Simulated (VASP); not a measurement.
ZnS, 4 atoms in the cell. It takes space group P6_3mc (No. 186, hexagonal). Conventional cell: a = 3.805 Å, b = 3.805 Å, c = 6.556 Å, α = 90.00°, β = 90.00°, γ = 120.00°. Zn (site symmetry 3m) has 4 S at 2.36 to 2.41 Å within 3.1 Å. Within 3.1 Å of S (site symmetry 3m) lie 4 Zn at 2.36 to 2.41 Å.  This cell differs from its parent crystal: uniaxial z strain +5.0%.

| Quantity | Value |
| --- | --- |
| Program | VASP 6.6.1 |
| Task | single point |
| Functional | r2SCAN |
| Potentials or basis | VASP PAW PBE potentials, release 64 (Zn, S) |
| Cutoff | 520 eV |
| k mesh | 12 × 12 × 4 |
| Occupations | gaussian, width 0.01 eV |
| Spin | no spin polarisation |
| Dipole correction | no |
| Further INCAR settings | ALGO = Normal; EDIFF = 1e-06; NBANDS = 26 |

Potentials or basis: VASP PAW PBE potentials, release 64 (Zn, S).

Run with:

```sh
$ cat potpaw_PBE.64/Zn/POTCAR potpaw_PBE.64/S/POTCAR > POTCAR
$ cp INCAR.step1 INCAR
$ mpirun -np 1 vasp_std > vasp.out
$ cp INCAR.step2 INCAR
$ mpirun -np 1 vasp_std > vasp.out
```

Hardware: 1 thread of AMD EPYC 9R45 (Zen 5), with other jobs on the host.

Estimate the wall time of this run.

Wall time 4.4 min on 1 thread of AMD EPYC 9R45 (Zen 5), with other jobs on the host, peak memory 0.23 GiB. Counts: k points 57.
